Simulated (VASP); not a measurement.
# InGa2As3 (Cmc2_1) in VASP: notebook

The runs below take InGa2As3 through single point, relaxation of cell and atoms, with PBE.

All numbers are computed with VASP 6.6.1; they aren't measurements. Logs are shortened: lines on timing, memory, paths and dates and some standing lists are left out, and cuts for length are marked.

**1. The cell of the first run**

It takes space group Cmc2_1 (No. 36, orthorhombic). The conventional cell has a = 12.457 Å, b = 7.199 Å, c = 6.834 Å, α = 90.00°, β = 90.00°, γ = 90.00°. In (site symmetry m) has 4 As at 2.67 Å within 3.5 Å. Within 3.3 Å of Ga (site symmetry 1) lie 4 As at 2.49 to 2.51 Å. Within 3.3 Å of As (site symmetry 1) lie 3 Ga at 2.49 to 2.51 Å and 1 In at 2.67 Å. Within 3.3 Å of As (site symmetry m) lie 2 Ga at 2.49 Å and 2 In at 2.67 Å.

**2. Single point, PBE**

Input file INCAR:

```
PREC = Accurate
ENCUT = 520
EDIFF = 1E-6
ISMEAR = 0
SIGMA = 0.1
LREAL = False
LASPH = True
NELM = 80
ALGO = Fast
ISIF = 2
LWAVE = False
LCHARG = False
GGA = PE
NBANDS = 66
```

Input file KPOINTS:

```
regular mesh
0
Gamma
  3 3 4
```

Input file POSCAR:

```
InGa2As3
1.0
    6.2286440989     -3.5994236077      0.0000000000
    6.2286440989      3.5994236077      0.0000000000
    0.0000000000      0.0000000000      6.8337981225
In Ga As
2 4 6
Direct
    0.3285170626      0.6714829374      0.0009789360
    0.6714829374      0.3285170626      0.5009789360
    0.0056527542      0.3329294292      0.0002910423
    0.6670705708     -0.0056527542      0.0002910423
   -0.0056527542      0.6670705708      0.5002910423
    0.3329294292      0.0056527542      0.5002910423
    0.0178187531      0.3339181235      0.3667339325
    0.3150905805      0.6849094195      0.3914709944
    0.6660818765     -0.0178187531      0.3667339325
    0.6849094195      0.3150905805      0.8914709944
   -0.0178187531      0.6660818765      0.8667339325
    0.3339181235      0.0178187531      0.8667339325
```

Potentials or basis: VASP PAW PBE potentials, release 64 (In_d, Ga_d, As).

On the command line:

```sh
cat potpaw_PBE.64/In_d/POTCAR potpaw_PBE.64/Ga_d/POTCAR potpaw_PBE.64/As/POTCAR > POTCAR
mpirun -np 1 vasp_std > vasp.out
```

OUTCAR:

```text
PREC = Accurate
   ENCUT = 520
   EDIFF = 1E-6
   ISMEAR = 0
   LREAL = False
   LASPH = True
   NELM = 80
   ISIF = 2
   GGA = PE

 ion  position               nearest neighbor table
   1  0.329  0.671  0.001-   8 2.67  10 2.67  11 2.67  12 2.67
   2  0.671  0.329  0.501-  10 2.67   8 2.67   9 2.67   7 2.67
   3  0.006  0.333  0.000-  10 2.49  11 2.49  12 2.49   7 2.51
   4  0.667  0.994  0.000-  10 2.49  12 2.49  11 2.49   9 2.51
   5  0.994  0.667  0.500-   8 2.49   7 2.49   9 2.49  11 2.51
   6  0.333  0.006  0.500-   8 2.49   9 2.49   7 2.49  12 2.51
   7  0.018  0.334  0.367-   5 2.49   6 2.49   3 2.51   2 2.67
   8  0.315  0.685  0.391-   5 2.49   6 2.49   1 2.67   2 2.67
   9  0.666  0.982  0.367-   6 2.49   5 2.49   4 2.51   2 2.67
  10  0.685  0.315  0.891-   3 2.49   4 2.49   2 2.67   1 2.67
  11  0.982  0.666  0.867-   3 2.49   4 2.49   5 2.51   1 2.67
  12  0.334  0.018  0.867-   4 2.49   3 2.49   6 2.51   1 2.67

  LATTYP: Found a base centered orthorhombic cell.
 ALAT       =     7.1988472154
 B/A-ratio  =     1.7304559779
 C/A-ratio  =     0.9492906181

  Lattice vectors:

 A1 = (  -6.2286440989,  -3.5994236077,   0.0000000000)
 A2 = (   6.2286440989,  -3.5994236077,   0.0000000000)
 A3 = (   0.0000000000,   0.0000000000,   6.8337981225)

Analysis of symmetry for initial positions (statically):
=====================================================================
 Subroutine PRICEL returns:
 Original cell was already a primitive cell.

 Routine SETGRP: Setting up the symmetry group for a
 base centered orthorhombic supercell.

 Subroutine GETGRP returns: Found  4 space group operations
 (whereof  2 operations were pure point group operations)
 out of a pool of  8 trial point group operations.

The static configuration has the point symmetry C_1h.
 The point group associated with its full space group is C_2v.

Analysis of symmetry for dynamics (positions and initial velocities):
=====================================================================
 Subroutine PRICEL returns:
 Original cell was already a primitive cell.

 Routine SETGRP: Setting up the symmetry group for a
 base centered orthorhombic supercell.

 Subroutine GETGRP returns: Found  4 space group operations
 (whereof  2 operations were pure point group operations)
 out of a pool of  8 trial point group operations.

The dynamic configuration has the point symmetry C_1h.
 The point group associated with its full space group is C_2v.

 Subroutine INISYM returns: Found  4 space group operations
 (whereof  2 operations are pure point group operations),
 and found     1 'primitive' translations

----------------------------------------------------------------------------------------

                                     Primitive cell

  volume of cell :     306.4211

  direct lattice vectors                    reciprocal lattice vectors
     6.228644099 -3.599423608  0.000000000     0.080274293 -0.138911130  0.000000000
     6.228644099  3.599423608  0.000000000     0.080274293  0.138911130  0.000000000
     0.000000000  0.000000000  6.833798123     0.000000000  0.000000000  0.146331510

  length of vectors
     7.193876397  7.193876397  6.833798123     0.160437726  0.160437726  0.146331510

  position of ions in fractional coordinates (direct lattice)
     0.328517063  0.671482937  0.000978936
     0.671482937  0.328517063  0.500978936
     0.005652754  0.332929429  0.000291042
     0.667070571  0.994347246  0.000291042
     0.994347246  0.667070571  0.500291042
     0.332929429  0.005652754  0.500291042
     0.017818753  0.333918123  0.366733932
     0.315090580  0.684909420  0.391470994
     0.666081877  0.982181247  0.366733932
     0.684909420  0.315090580  0.891470994
     0.982181247  0.666081877  0.866733932
     0.333918123  0.017818753  0.866733932

  ion indices of the primitive-cell ions
   primitive index   ion index
                 1           1
                 2           2
                 3           3
                 4           4
                 5           5
                 6           6
                 7           7
                 8           8
                 9           9
                10          10
                11          11
                12          12

----------------------------------------------------------------------------------------

 KPOINTS: regular mesh

Automatic generation of k-mesh.
 Grid dimensions read from file:
 generate k-points for:    3    3    4

 Generating k-lattice:

  Cartesian coordinates                     Fractional coordinates (reciprocal lattice)
     0.026758098 -0.046303710  0.000000000     0.333333333  0.000000000  0.000000000
     0.026758098  0.046303710  0.000000000     0.000000000  0.333333333  0.000000000
     0.000000000  0.000000000  0.036582878     0.000000000  0.000000000  0.250000000

  Length of vectors
     0.053479242  0.053479242  0.036582878

[... 53 lines left out ...]
   IALGO  =     68    algorithm
   IMIX   =      4    mixing-type and parameters
     AMIX     =   0.40;   BMIX     =  1.00
     AMIX_MAG =   1.60;   BMIX_MAG =  1.00
  volume/ion in A,a.u.               =      25.54       172.32
  Fermi-wavevector in a.u.,A,eV,Ry     =   1.156405  2.185288 18.194690  1.337272
  Thomas-Fermi vector in A             =   2.293025
   LORBIT       =      0    0 simple, 1 ext, 2 COOP (PROOUT), +10 PAW based schemes
   GGA     = PE    functional components
   LHFCALC =     F    Hartree Fock is set to
   AEXX    =    0.0000 exact exchange contribution
   IVDW    =     0    specifies the selected vdW correction
   LEPSILON=     F    determine dielectric tensor
   LRPA    =     F    only Hartree local field effects (RPA)
 non-spin polarized calculation
 RMM-DIIS sequential band-by-band and
 Gauss-broadening in eV      SIGMA  =   0.10
  energy-cutoff  :      520.00
  volume of cell :      306.42
 maximum number of plane-waves:      8319
 NGX is ok and might be reduce to    54
   NGX = 27   NGY = 27   NGZ = 25

 number of electron     108.0000025 magnetization

 Free energy of the ion-electron system (eV)
  ---------------------------------------------------
  ext. energy  EPLUGINS =         0.00000000
  ---------------------------------------------------
  free energy    TOTEN  =       -48.29996054 eV

  energy without entropy =      -48.29591468  energy(sigma->0) =      -48.29793761

 E-fermi :   3.7549     XC(G=0):  -9.1816

 val. band max:        3.7461494876   @ k =   0.0000   0.0000   0.0000
 cond. band min:       4.3352365922   @ k =   0.0000   0.0000   0.0000
 fundamental gap:      0.5890871046
 Fermi energy:         3.7548962342

 k-point     1 :       0.0000    0.0000    0.0000
  band No.  band energies     occupation
      1     -11.0881      2.00000
      2     -11.0878      2.00000
      3     -11.0868      2.00000
      4     -11.0769      2.00000
      5     -11.0539      2.00000
      6     -11.0220      2.00000
[... 58 lines left out ...]
     65       8.1292      0.00000
     66       9.0139      0.00000

 k-point     2 :       0.3333    0.0000    0.0000
  band No.  band energies     occupation
      1     -11.0942      2.00000
      2     -11.0898      2.00000
      3     -11.0812      2.00000
      4     -11.0714      2.00000
      5     -11.0544      2.00000
      6     -11.0324      2.00000
[... 58 lines left out ...]
     65       8.1467      0.00000
     66       8.3041      0.00000

 k-point     3 :       0.3333    0.3333    0.0000
  band No.  band energies     occupation
      1     -11.0927      2.00000
      2     -11.0900      2.00000
      3     -11.0854      2.00000
      4     -11.0647      2.00000
      5     -11.0581      2.00000
      6     -11.0307      2.00000
[... 610 lines left out ...]
     65       8.0742      0.00000
     66       8.9883      0.00000

 k-point    12 :      -0.3333    0.3333    0.5000
  band No.  band energies     occupation
      1     -11.0863      2.00000
      2     -11.0863      2.00000
      3     -11.0721      2.00000
      4     -11.0721      2.00000
      5     -11.0551      2.00000
      6     -11.0551      2.00000
[... 58 lines left out ...]
     65       7.3438      0.00000
     66       7.3438      0.00000

------------------------ aborting loop because EDIFF is reached ----------------------------------------

  FORCE on cell =-STRESS in cart. coord.  units (eV):
  Direction    XX          YY          ZZ          XY          YZ          ZX
  --------------------------------------------------------------------------------------
  -------------------------------------------------------------------------------------
  Total        0.2531125      0.2275619      0.2645477      0.0000000      0.0000000      0.0000000
  in kB        1.3234441      1.1898481      1.3832351      0.0000000      0.0000000      0.0000000
  external PRESSURE =       1.2988424 kB  Pullay stress =       0.0000000 kB

 VOLUME and BASIS-vectors are now :
 -----------------------------------------------------------------------------
  energy-cutoff  :      520.00
  volume of cell :      306.42
      direct lattice vectors                 reciprocal lattice vectors
     6.228644099 -3.599423608  0.000000000     0.080274293 -0.138911130  0.000000000
     6.228644099  3.599423608  0.000000000     0.080274293  0.138911130  0.000000000
     0.000000000  0.000000000  6.833798123     0.000000000  0.000000000  0.146331510

 POSITION                                       TOTAL-FORCE (eV/Angst)
 -----------------------------------------------------------------------------------
      6.22864      1.23448      0.00669         0.000000      0.003385      0.000987
      6.22864     -1.23448      3.42359         0.000000     -0.003385      0.000987
      2.10891      1.17801      0.00199         0.000714     -0.001952      0.002314
     10.34838      1.17801      0.00199        -0.000714     -0.001952      0.002314
     10.34838     -1.17801      3.41889        -0.000714      0.001952      0.002314
      2.10891     -1.17801      3.41889         0.000714      0.001952      0.002314
      2.19084      1.13778      2.50619        -0.010109      0.004774     -0.000558
      6.22864      1.33113      2.67523         0.000000     -0.004581     -0.004499
     10.26644      1.13778      2.50619         0.010109      0.004774     -0.000558
      6.22864     -1.33113      6.09213         0.000000      0.004581     -0.004499
     10.26644     -1.13778      5.92308         0.010109     -0.004774     -0.000558
      2.19084     -1.13778      5.92308        -0.010109     -0.004774     -0.000558
 -----------------------------------------------------------------------------------
    total drift:                                0.000000      0.000000      0.000844

  FREE ENERGIE OF THE ION-ELECTRON SYSTEM (eV)
  ---------------------------------------------------
  free  energy   TOTEN  =       -48.2999605363 eV

  energy  without entropy=      -48.2959146761  energy(sigma->0) =      -48.29793761
```

Run time: 13 min. Hardware: 1 thread of Oxide Virtual Turin-like, shared host; peak memory 0.48 GiB.

What came out:

- Free energy: -48.3000 eV
- Pressure: 0.1 GPa
- Largest force: 0.011 eV/Å
- Band gap on the k mesh: 0.01 eV

Forces in eV/Å, atoms in the order of the input:
```
In   0.000  0.003  0.001
In   0.000 -0.003  0.001
Ga   0.001 -0.002  0.002
Ga  -0.001 -0.002  0.002
Ga  -0.001  0.002  0.002
Ga   0.001  0.002  0.002
As  -0.010  0.005 -0.001
As   0.000 -0.005 -0.004
As   0.010  0.005 -0.001
As   0.000  0.005 -0.004
As   0.010 -0.005 -0.001
As  -0.010 -0.005 -0.001
```

Caveat: the smearing spreads over this small gap; semilocal functionals underestimate gaps, and a narrow one can read as zero; spin-orbit coupling is left out, which moves the levels of the heavy elements.

**3. Single point, PBE**

This run uses another cell than the first one, of 22.37 Å³/atom.

Input file INCAR:

```
ALGO = Normal ; EDIFF = 1E-6
ENCUT = 520 ; GGA = PE
ISIF = 2 ; ISMEAR = 0
LASPH = T ; LCHARG = F
LREAL = F ; LWAVE = F
NBANDS = 66 ; NELM = 80
PREC = Accurate ; SIGMA = 0.1
```

Input file KPOINTS:

```
k-points
0
Gamma
  3 3 4
```

Input file POSCAR:

```
InGa2As3
1.0
    5.9635062200     -3.4430319200      0.0000000000
    5.9635062200      3.4430319200      0.0000000000
    0.0000000000      0.0000000000      6.5367814300
In Ga As
2 4 6
Direct
    0.3333333300      0.6666666700      0.0005881200
    0.6666666700      0.3333333300      0.5005881200
    0.0000000000      0.3333333300      0.0005881200
    0.6666666700      0.0000000000      0.0005881200
    0.0000000000      0.6666666700      0.5005881200
    0.3333333300      0.0000000000      0.5005881200
    0.0000000000      0.3333333300      0.3749118400
    0.3333333300      0.6666666700      0.3749118400
    0.6666666700      0.0000000000      0.3749118400
    0.6666666700      0.3333333300      0.8749118400
    0.0000000000      0.6666666700      0.8749118400
    0.3333333300      0.0000000000      0.8749118400
```

Potentials or basis: VASP PAW PBE potentials, release 64 (In_d, Ga_d, As).

On the command line:

```sh
cat potpaw_PBE.64/In_d/POTCAR potpaw_PBE.64/Ga_d/POTCAR potpaw_PBE.64/As/POTCAR > POTCAR
mpirun -np 1 vasp_std > vasp.out
```

Run time: 8.7 min. Hardware: 1 thread of Oxide Virtual Turin-like, shared host; peak memory 0.44 GiB.

The run converged. Its results:

```yaml
Free_energy: -46.4133 eV
Pressure: 11.5 GPa
Largest_force: 2.020 eV/Å
Band_gap_on_the_k_mesh: 0.77 eV
```

Forces in eV/Å, atoms in the order of the input:
```
In   0.000  0.030  0.127
In   0.000 -0.030  0.127
Ga   0.017 -0.008  0.000
Ga  -0.017 -0.008  0.000
Ga  -0.017  0.008  0.000
Ga   0.017  0.008  0.000
As   1.463 -0.844 -0.620
As   0.000  1.685  1.114
As  -1.463 -0.844 -0.620
As   0.000 -1.685  1.114
As  -1.463  0.844 -0.620
As   1.463  0.844 -0.620
```

Stress tensor (GPa, compression positive):
```
11.38  0.00  0.00
 0.00 11.39  0.00
 0.00  0.00 11.61
```

Levels at points of the mesh, in eV from the valence-band top:
| k point | band 50 | band 51 | band 52 | band 53 | band 54 | band 55 | band 56 | band 57 | band 58 | band 59 |
| --- | --- | --- | --- | --- | --- | --- | --- | --- | --- | --- |
| (0.00, 0.00, 0.00) | -1.34 | -1.34 | -0.17 | 0.00 | 0.00 | 0.77 | 0.83 | 2.07 | 2.08 | 3.52 |
| (0.00, 0.00, 0.50) | -1.83 | -0.76 | -0.76 | -0.76 | -0.76 | 1.49 | 1.49 | 1.98 | 1.98 | 2.45 |

Caveat: the cell stands under pressure; semilocal functionals underestimate gaps, and a narrow one can read as zero; spin-orbit coupling is left out, which moves the levels of the heavy elements; forces of over 1 eV/Å act on the atoms, so gaps and moduli don't describe the material at rest. A k mesh can miss the band edges.

**4. Relaxation of cell and atoms, PBE**

This run uses another cell than the first one, of 22.37 Å³/atom.

Input file INCAR:

```
SYSTEM = InGa2As3
  ALGO = Fast
  EDIFF = 1E-6
  EDIFFG = -0.04
  ENCUT = 600
  GGA = PE
  IBRION = 2
  ISIF = 3
  ISMEAR = 0
  LASPH = .TRUE.
  LCHARG = .FALSE.
  LREAL = .FALSE.
  LWAVE = .FALSE.
  NELM = 100
  NSW = 90
  PREC = Accurate
  SIGMA = 0.1
```

Input file KPOINTS:

```
k-points
0
G
  3 3 4
  0 0 0
```

POSCAR is that of step 3.

On the command line:

```sh
cat potpaw_PBE.64/In_d/POTCAR potpaw_PBE.64/Ga_d/POTCAR potpaw_PBE.64/As/POTCAR > POTCAR
mpirun -np 1 vasp_std > vasp.out
```

Run time: 69 min. Hardware: 1 thread of Oxide Virtual Turin-like, shared host; peak memory 0.57 GiB.

It converged, with:

```
Free energy                           : -48.2941 eV
Relaxed volume                        : 25.61 Å³/atom
Relaxed cell                          : a = 7.204 Å, b = 7.204 Å, c = 6.839 Å, α = 90.00°, β = 90.00°, γ = 59.99°
Space group after relaxing (to 0.1 Å) : Cmc2_1 (No. 36)
Energy gained by relaxing             : 156.8 meV/atom
Ionic steps                           : 9
Pressure after relaxing               : 0.0 GPa
Largest force after relaxing          : 0.032 eV/Å
Band gap on the k mesh                : zero (filled and empty bands touch)
```

Forces on the atoms (eV/Å):
```
In   0.000  0.030  0.008
In   0.000 -0.030  0.008
Ga   0.018 -0.013 -0.013
Ga  -0.018 -0.013 -0.013
Ga  -0.018  0.013 -0.013
Ga   0.018  0.013 -0.013
As  -0.025  0.020  0.003
As   0.000 -0.015  0.010
As   0.025  0.020  0.003
As   0.000  0.015  0.010
As   0.025 -0.020  0.003
As  -0.025 -0.020  0.003
```

Stress tensor (GPa, compression positive):
```
-0.04  0.00  0.00
 0.00  0.05  0.00
 0.00  0.00  0.05
```

Step by step:
| step | energy change (eV) | largest force (eV/Å) | pressure (GPa) | volume (Å³) |
| --- | --- | --- | --- | --- |
| 1 | 0.0000 | 2.0194 | 11.44 | 268.43 |
| 2 | -1.4407 | 0.3791 | -3.86 | 335.39 |
| 3 | -1.7006 | 0.7212 | -0.71 | 313.10 |
| 4 | -1.8035 | 0.4346 | -0.28 | 309.79 |
| 5 | -1.8655 | 0.1954 | 0.51 | 304.55 |
| 6 | -1.8785 | 0.0788 | -0.12 | 308.01 |
| 7 | -1.8786 | 0.0870 | -0.05 | 307.81 |
| 8 | -1.8786 | 0.0808 | -0.15 | 307.90 |
| 9 | -1.8814 | 0.0323 | 0.02 | 307.35 |

Final structure:
```cif
data_structure
_symmetry_space_group_name_H-M 'P 1'
_symmetry_Int_Tables_number 1
_cell_length_a 7.2038
_cell_length_b 7.2038
_cell_length_c 6.8393
_cell_angle_alpha 90.000
_cell_angle_beta 90.000
_cell_angle_gamma 59.993
_cell_volume 307.35
loop_
_atom_site_label
_atom_site_type_symbol
_atom_site_fract_x
_atom_site_fract_y
_atom_site_fract_z
_atom_site_occupancy
In1 In 0.32926 0.67074 0.99945 1
In2 In 0.67074 0.32926 0.49945 1
Ga1 Ga 0.00468 0.33340 0.00113 1
Ga2 Ga 0.66660 0.99532 0.00113 1
Ga3 Ga 0.99532 0.66660 0.50113 1
Ga4 Ga 0.33340 0.00468 0.50113 1
As1 As 0.01857 0.33356 0.36730 1
As2 As 0.31460 0.68540 0.39020 1
As3 As 0.66644 0.98143 0.36730 1
As4 As 0.68540 0.31460 0.89020 1
As5 As 0.98143 0.66644 0.86730 1
As6 As 0.33356 0.01857 0.86730 1
```

Levels at points of the mesh, in eV from the Fermi level:
```
           k point  band 50  band 51  band 52  band 53  band 54  band 55  band 56  band 57  band 58  band 59
(0.00, 0.00, 0.00)    -1.09    -1.08    -0.23    -0.08    -0.01    -0.01     0.57     2.44     2.45     3.53
(0.00, 0.00, 0.50)    -1.34    -0.62    -0.62    -0.62    -0.62     1.22     1.22     1.84     1.84     2.14
```

Caveat: semilocal functionals underestimate gaps, and a narrow one can read as zero; spin-orbit coupling is left out, which moves the levels of the heavy elements.

**5. The runs side by side**

| task | cell | cutoff (eV) | gap on the mesh (eV) | pressure (GPa) | largest force (eV/Å) |
| --- | --- | --- | --- | --- | --- |
| single point | a = 7.194, b = 7.194, c = 6.834 Å, angles 90.0, 90.0, 60.0°, 12 atoms, atomic positions A | 520 | 0.01 | 0.1 | 0.01 |
| single point | a = 6.886, b = 6.886, c = 6.537 Å, angles 90.0, 90.0, 60.0°, 12 atoms, atomic positions B | 520 | 0.77 | 11.5 | 2.02 |
| relaxation of cell and atoms | relaxed from a = 6.886, b = 6.886, c = 6.537 Å, angles 90.0, 90.0, 60.0°, 12 atoms, atomic positions B | 600 | none | 0.0 | 0.03 |

Alike in all rows: level PBE; potentials or basis VASP PAW PBE potentials, release 64 (In_d, Ga_d, As); no spin polarisation; k mesh 3 × 3 × 4; smearing gaussian 0.1 eV.

Caveats: semilocal functionals underestimate gaps, and a narrow one can read as zero; spin-orbit coupling is left out, which moves the levels of the heavy elements; the smearing spreads over this small gap (at least some runs); the cell stands under pressure (at least some runs); forces of over 1 eV/Å act on the atoms, so gaps and moduli don't describe the material at rest (at least some runs).

Total energies depend on the potentials used, so only differences within one code and one set of settings carry meaning.

The gap in the log of VASP goes by the Fermi energy; the results here count the filled bands.